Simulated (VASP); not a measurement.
The system is SrCd.

```xyz
2
Lattice="4.0030 0.0000 0.0000 0.0000 4.0030 0.0000 0.0000 0.0000 4.0030" Properties=species:S:1:pos:R:3 pbc="T T T"
Sr    2.0015    2.0015    2.0015
Cd    0.0000    0.0000    0.0000
```

```yaml
Program: VASP 6.6.1
Task: relaxation of cell and atoms
Functional: r2SCAN
Potentials_or_basis: VASP PAW PBE potentials, release 64 (Sr_sv, Cd)
Cutoff: 600 eV
k_mesh: 10 × 10 × 10
Occupations: fermi-dirac, width 0.08 eV
Spin: no spin polarisation
```

At the start: pressure 0.9 GPa; volume 32.07 Å³/atom.

Problem. Where does the relaxation end?

Solution. Over 4 steps the energy falls by 2.7 meV/atom and the volume is 33.09 Å³/atom (+3.2 %); space group Pm-3m (No. 221, to 0.1 Å) before and after.

The path:
| step | energy change (eV) | largest force (eV/Å) | pressure (GPa) | volume (Å³) |
| --- | --- | --- | --- | --- |
| 1 | 0.0000 | 0.0000 | 0.90 | 64.14 |
| 2 | -0.0053 | 0.0000 | 0.15 | 65.83 |
| 3 | -0.0055 | 0.0000 | -0.03 | 66.24 |
| 4 | -0.0055 | 0.0000 | 0.00 | 66.18 |

Final structure:
```yaml
crystal:
  lattice:
    - [4.04483, 0.00000, 0.00000]
    - [0.00000, 4.04483, 0.00000]
    - [0.00000, 0.00000, 4.04483]
  atoms:
    - { symbol: Sr, position: [0.50000, 0.50000, 0.50000] }
    - { symbol: Cd, position: [0.00000, 0.00000, 0.00000] }
```

Caveat: the PAW data sets were made with another functional, which shifts forces and pressure a little.
